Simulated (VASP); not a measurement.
# Ca8F15 (a cell with a defect) in VASP: single point with PBE

Aim: the single point of Ca8F15 (a cell with a defect) with PBE.

All numbers are computed with VASP 6.6.1; they aren't measurements. Logs are shortened: lines on timing, memory, paths and dates and some standing lists are left out, and cuts for length are marked.

## 1. The cell of the first run

The cell holds a defect, 23 atoms: a = 7.726 Å, b = 7.726 Å, c = 7.726 Å, α = 60.00°, β = 60.00°, γ = 60.00°.

## 2. Single point, PBE, collinear spin

INCAR

```
SYSTEM = Ca8F15
PREC = Accurate
ENCUT = 520
EDIFF = 1E-6
ISMEAR = 0
SIGMA = 0.02
LREAL = .FALSE.
LASPH = .TRUE.
NELM = 200
ALGO = Normal
ISIF = 2
LWAVE = .FALSE.
LCHARG = .FALSE.
ISPIN = 2
MAGMOM = 0 0 0 0 0 0 0 0 0.08 0.08 0.08 0.08 0 0 0.08 0.08 0.08 0.08 0.05 0.08 0.08 0.08 0.08
LORBIT = 11
GGA = PE
NBANDS = 114
NELECT = 183.0
GGA_COMPAT = .FALSE.
KPAR = 2
NCORE = 2
```

KPOINTS

```
regular mesh
0
G
  2 2 2
  0 0 0
```

POSCAR

```
Ca8F15
1.0
    0.0000000000      5.4632090000      5.4632090000
    5.4632090000      0.0000000000      5.4632090000
    5.4632090000      5.4632090000      0.0000000000
Ca F
8 15
Direct
    0.0021654855      0.0052406013     -0.0052960632
    0.0147039039     -0.0097864643      0.4959437759
   -0.0009388255      0.4992084323     -0.0016792328
   -0.0009380933      0.4992067849      0.5002054653
    0.4982730846     -0.0022955373      0.0170773258
    0.4983096931     -0.0022675318      0.4836532888
    0.5058494925      0.4983061237     -0.0036710109
    0.4906128431      0.5138717007      0.4961599492
    0.1255288787      0.1237570263      0.1242583800
    0.3895920877      0.3609662380      0.3859835858
    0.1254968463      0.1237784423      0.6232689432
    0.3896148765      0.3609397883      0.8602704930
    0.1311416056      0.6308389447      0.1174013295
    0.3738544507      0.8725382829      0.3752280024
    0.1233629356      0.6224697792      0.6254791827
    0.4118669998      0.9231251266      0.8310065568
    0.6304710290      0.1276158390      0.1193871587
    0.8554678212      0.3564477398      0.3924432508
    0.8768773993      0.3758412867      0.8720298821
    0.6224083684      0.6264799681      0.1221747145
    0.8613796397      0.8889672718      0.3870369960
    0.6224311572      0.6264485763      0.6257515501
    0.8613541053      0.8889902436      0.8594261175
```

Potentials or basis: VASP PAW PBE potentials, release 64 (Ca_sv, F).

Started as:

```sh
cat potpaw_PBE.64/Ca_sv/POTCAR potpaw_PBE.64/F/POTCAR > POTCAR
mpirun -np 4 vasp_std > vasp.out
```

OUTCAR:

```text
SYSTEM = Ca8F15
   PREC = Accurate
   ENCUT = 520
   EDIFF = 1E-6
   ISMEAR = 0
   LREAL = .FALSE.
   LASPH = .TRUE.
   NELM = 200
   ISIF = 2
   ISPIN = 2
   LORBIT = 11
   GGA = PE
   NELECT = 183.0

 ion  position               nearest neighbor table
   1  0.002  0.005  0.995-  19 2.34   9 2.34  11 2.34  17 2.34  13 2.36  21 2.48  23 2.48
   2  0.015  0.990  0.496-  14 2.27  21 2.30  23 2.30  15 2.32  18 2.32  11 2.35   9 2.35
   3  0.999  0.499  0.998-  19 2.35  15 2.35   9 2.37  20 2.38  13 2.42  23 2.46  12 2.47  18 2.49

   4  0.999  0.499  0.500-  19 2.35  15 2.35  11 2.37  22 2.38  13 2.42  21 2.46  10 2.47  18 2.49

   5  0.498  0.998  0.017-  16 2.24  14 2.26  17 2.30  23 2.30  12 2.30  20 2.35   9 2.35
   6  0.498  0.998  0.484-  16 2.24  14 2.26  17 2.30  21 2.30  10 2.30  22 2.35  11 2.36
   7  0.506  0.498  0.996-  22 2.34  20 2.34  17 2.34  19 2.34  13 2.36  10 2.46  12 2.46
   8  0.491  0.514  0.496-  14 2.26  10 2.31  12 2.31  18 2.31  15 2.32  20 2.36  22 2.36
   9  0.126  0.124  0.124-   1 2.34   2 2.35   5 2.35   3 2.37
  10  0.390  0.361  0.386-   6 2.30   8 2.31   7 2.46   4 2.47
  11  0.125  0.124  0.623-   1 2.34   2 2.35   6 2.36   4 2.37
  12  0.390  0.361  0.860-   5 2.30   8 2.31   7 2.46   3 2.47
  13  0.131  0.631  0.117-   1 2.36   7 2.36   3 2.42   4 2.42
  14  0.374  0.873  0.375-   6 2.26   5 2.26   8 2.26   2 2.27
  15  0.123  0.622  0.625-   8 2.32   2 2.32   4 2.35   3 2.35
  16  0.412  0.923  0.831-   5 2.24   6 2.24
  17  0.630  0.128  0.119-   6 2.30   5 2.30   7 2.34   1 2.34
  18  0.855  0.356  0.392-   8 2.31   2 2.32   4 2.49   3 2.49
  19  0.877  0.376  0.872-   1 2.34   7 2.34   4 2.35   3 2.35
  20  0.622  0.626  0.122-   7 2.34   5 2.35   8 2.36   3 2.38
  21  0.861  0.889  0.387-   2 2.30   6 2.30   4 2.46   1 2.48
  22  0.622  0.626  0.626-   7 2.34   6 2.35   8 2.36   4 2.38
  23  0.861  0.889  0.859-   2 2.30   5 2.30   3 2.46   1 2.48

  LATTYP: Found a face centered cubic cell.
 ALAT       =    10.9264180000

  Lattice vectors:

 A1 = (   0.0000000000,   5.4632090000,   5.4632090000)
 A2 = (   5.4632090000,   0.0000000000,   5.4632090000)
 A3 = (   5.4632090000,   5.4632090000,   0.0000000000)

Analysis of symmetry for initial positions (statically):
=====================================================================
 Subroutine PRICEL returns:
 Original cell was already a primitive cell.

 Routine SETGRP: Setting up the symmetry group for a
 face centered cubic supercell.

 Subroutine GETGRP returns: Found  1 space group operations
 (whereof  1 operations were pure point group operations)
 out of a pool of 48 trial point group operations.

The static configuration has the point symmetry C_1 .

Analysis of symmetry for dynamics (positions and initial velocities):
=====================================================================
 Subroutine PRICEL returns:
 Original cell was already a primitive cell.

[... 196 lines left out ...]

 val. band max:       -1.3598092508   @ k =   0.0000   0.5000   0.5000
 cond. band min:      -1.3575575083   @ k =   0.5000   0.5000   0.0000
 fundamental gap:      0.0022517425
 Fermi energy:        -1.3585708232

 spin component 1

 k-point     1 :       0.0000    0.0000    0.0000
  band No.  band energies     occupation
      1     -37.1127      1.00000
      2     -37.0962      1.00000
      3     -37.0844      1.00000
      4     -37.0791      1.00000
      5     -36.9768      1.00000
      6     -36.9555      1.00000
[... 837 lines left out ...]
    102       8.2597      0.00000
    103       8.2751      0.00000
 Fermi energy:        -1.3585708232

 spin component 2

 k-point     1 :       0.0000    0.0000    0.0000
  band No.  band energies     occupation
      1     -37.1140      1.00000
      2     -37.0976      1.00000
      3     -37.0859      1.00000
      4     -37.0805      1.00000
      5     -36.9778      1.00000
      6     -36.9565      1.00000
[... 837 lines left out ...]
    102       8.2633      0.00000
    103       8.2801      0.00000
 [bands above 103 left out]

------------------------ aborting loop because EDIFF is reached ----------------------------------------

  FORCE on cell =-STRESS in cart. coord.  units (eV):
  Direction    XX          YY          ZZ          XY          YZ          ZX
  --------------------------------------------------------------------------------------
  -------------------------------------------------------------------------------------
  Total       -5.6562336     -5.6570101     -7.3511965      0.5336800     -0.0573441      0.0640308
  in kB      -27.7884598    -27.7922750    -36.1156282      2.6219118     -0.2817255      0.3145763
  external PRESSURE =     -30.5654543 kB  Pullay stress =       0.0000000 kB

 VOLUME and BASIS-vectors are now :
 -----------------------------------------------------------------------------
  energy-cutoff  :      520.00
  volume of cell :      326.12
      direct lattice vectors                 reciprocal lattice vectors
     0.000000000  5.463209000  5.463209000    -0.091521302  0.091521302  0.091521302
     5.463209000  0.000000000  5.463209000     0.091521302 -0.091521302  0.091521302
     5.463209000  5.463209000  0.000000000     0.091521302  0.091521302 -0.091521302

 POSITION                                       TOTAL-FORCE (eV/Angst)
 -----------------------------------------------------------------------------------
      5.46291      5.44611      0.04046        -0.020768      0.020760      0.007118
      8.11919      2.78978      5.49007         0.011322     -0.011285      0.029303
      8.18132     10.91212      8.18536         0.013608      0.010553      0.022816
      5.46000      8.19081      8.18536        -0.009956     -0.014006      0.022794
      5.54396      2.81547      8.17284        -0.027817     -0.033424      0.009147
      8.09312      5.36467      8.17319         0.040742      0.035621      0.004012
[... 15 lines left out ...]
      6.84103      6.81908      6.82289        -0.028983      0.002757      0.021647
      9.55196      9.40098      9.56250        -0.001717     -0.016859      0.015411
 -----------------------------------------------------------------------------------
    total drift:                               -0.001039     -0.001153     -0.000682

  FREE ENERGIE OF THE ION-ELECTRON SYSTEM (eV)
  ---------------------------------------------------
  free  energy   TOTEN  =      -133.8679593365 eV

  energy  without entropy=     -133.8625490761  energy(sigma->0) =     -133.86525421

 total charge

# of ion       s       p       d       tot
------------------------------------------
    1        2.015   5.860   0.185   8.059
    2        2.021   5.869   0.219   8.109
    3        2.014   5.858   0.180   8.053
    4        2.014   5.858   0.180   8.053
    5        2.023   5.873   0.229   8.125
    6        2.023   5.873   0.229   8.125
[... 15 lines left out ...]
   22        1.736   4.352   0.000   6.088
   23        1.735   4.351   0.000   6.085
--------------------------------------------------
tot         42.173 112.283   1.625 156.081

 magnetization (x)

# of ion       s       p       d       tot
------------------------------------------
    1       -0.000  -0.000  -0.001  -0.002
    2       -0.000   0.000  -0.001  -0.001
    3       -0.000  -0.000  -0.001  -0.002
    4       -0.000  -0.000  -0.001  -0.002
    5       -0.000   0.000  -0.001  -0.002
    6       -0.000   0.000  -0.001  -0.002
[... 15 lines left out ...]
   22        0.000   0.081   0.000   0.082
   23        0.000   0.066   0.000   0.066
--------------------------------------------------
tot          0.003   0.914  -0.010   0.907
```

OSZICAR:

```text
N       E                     dE             d eps       ncg     rms          rms(c)
DAV:   1     0.221359402745E+04    0.22136E+04   -0.97306E+04  3648   0.163E+03
DAV:   2     0.579182251604E+02   -0.21557E+04   -0.21044E+04  4412   0.491E+02
DAV:   3    -0.131083584362E+03   -0.18900E+03   -0.18800E+03  4284   0.154E+02
[... 17 lines left out ...]
DAV:  21    -0.133867928586E+03   -0.12224E-03   -0.37511E-04  3968   0.503E-02    0.101E-01
DAV:  22    -0.133867941862E+03   -0.13277E-04   -0.12416E-04  4248   0.353E-02    0.267E-02
DAV:  23    -0.133867954980E+03   -0.13117E-04   -0.33760E-05  3856   0.219E-02    0.326E-02
DAV:  24    -0.133867957911E+03   -0.29315E-05   -0.15911E-05  3944   0.163E-02    0.104E-02
DAV:  25    -0.133867958965E+03   -0.10543E-05   -0.39888E-06  3320   0.786E-03    0.645E-03
DAV:  26    -0.133867959336E+03   -0.37106E-06   -0.80094E-07  2680   0.382E-03
   1 F= -.13386796E+03 E0= -.13386525E+03  d E =-.541026E-02  mag=     1.0001
```

Run time: 3.6 min. Hardware: 4 MPI ranks of Intel Xeon 6975P-C (Granite Rapids), shared host; peak memory 0.53 GiB.

Results:

```
Free energy                                           : -133.8680 eV
Largest force                                         : 0.354 eV/Å
Net moment                                            : 1.00 μB per cell
Site moments                                          : Ca -0.00; F +0.09, +0.06, +0.01, +0.05, +0.10, +0.07, +0.04, +0.08 (each value once) μB
Valence electrons inside the program's atomic spheres : Ca 8.06, 8.11, 8.05, 8.12 (each value once); F 6.09, 6.10, 6.13, 6.07, 6.11, 6.08 (each value once)
```

Forces on the atoms (eV/Å):
```
Ca  -0.021  0.021  0.007
Ca   0.011 -0.011  0.029
Ca   0.014  0.011  0.023
Ca  -0.010 -0.014  0.023
Ca  -0.028 -0.033  0.009
Ca   0.041  0.036  0.004
Ca   0.030 -0.031  0.022
Ca  -0.005  0.006  0.034
F    0.021 -0.010  0.024
F    0.009  0.024  0.013
F    0.008 -0.019  0.025
F   -0.023 -0.009  0.014
F   -0.001  0.001 -0.037
F    0.004 -0.006  0.034
F    0.003 -0.003  0.019
F   -0.042  0.028 -0.351
F    0.004 -0.006  0.008
F   -0.002  0.001  0.018
F    0.003 -0.002  0.010
F   -0.004  0.031  0.021
F    0.018  0.001  0.015
F   -0.029  0.003  0.022
F   -0.002 -0.017  0.015
```

Levels at points of the mesh, in eV from the Fermi level:
Spin up:
| k point | band 88 | band 89 | band 90 | band 91 | band 92 | band 93 | band 94 | band 95 | band 96 | band 97 |
| --- | --- | --- | --- | --- | --- | --- | --- | --- | --- | --- |
| (0.00, 0.00, 0.00) | -0.25 | -0.25 | -0.11 | -0.11 | -0.10 | 6.89 | 8.40 | 8.41 | 8.42 | 8.65 |
| (0.50, 0.00, 0.00) | -0.41 | -0.38 | -0.33 | -0.32 | -0.28 | 7.57 | 8.56 | 8.60 | 8.62 | 8.65 |
| (0.00, 0.50, 0.00) | -0.41 | -0.38 | -0.33 | -0.32 | -0.28 | 7.57 | 8.56 | 8.61 | 8.62 | 8.65 |
| (0.00, 0.00, 0.50) | -0.38 | -0.38 | -0.33 | -0.32 | -0.28 | 7.55 | 8.54 | 8.59 | 8.63 | 8.66 |
| (0.50, 0.50, 0.50) | -0.38 | -0.38 | -0.33 | -0.32 | -0.28 | 7.55 | 8.54 | 8.59 | 8.63 | 8.66 |
| (0.50, 0.50, 0.00) | -0.18 | -0.18 | -0.17 | -0.15 | -0.14 | 7.65 | 8.57 | 8.60 | 8.69 | 8.73 |
| (0.00, 0.50, 0.50) | -0.22 | -0.20 | -0.18 | -0.14 | -0.13 | 7.64 | 8.56 | 8.58 | 8.69 | 8.81 |
| (0.50, 0.00, 0.50) | -0.22 | -0.20 | -0.18 | -0.14 | -0.13 | 7.64 | 8.56 | 8.58 | 8.69 | 8.81 |
Spin down:
```csv
k point,band 89,band 90,band 91,band 92,band 93,band 94
"(0.00, 0.00, 0.00)",-0.14,0.02,0.03,0.05,6.91,8.42
"(0.50, 0.00, 0.00)",-0.24,-0.20,-0.20,-0.14,7.58,8.57
"(0.00, 0.50, 0.00)",-0.24,-0.20,-0.19,-0.15,7.58,8.57
"(0.00, 0.00, 0.50)",-0.25,-0.21,-0.17,-0.17,7.56,8.56
"(0.50, 0.50, 0.50)",-0.25,-0.21,-0.17,-0.17,7.56,8.56
"(0.50, 0.50, 0.00)",-0.03,-0.01,0.00,0.03,7.66,8.58
"(0.00, 0.50, 0.50)",-0.02,-0.01,0.00,0.02,7.66,8.57
"(0.50, 0.00, 0.50)",-0.02,-0.01,0.00,0.02,7.66,8.57
```

Caveat: the k points lie up to 0.50 Å⁻¹ apart; the cell carries a net charge on a neutralising background, which shifts energy and pressure; the cell is charged against a uniform background, so pressure and absolute levels hang on convention.
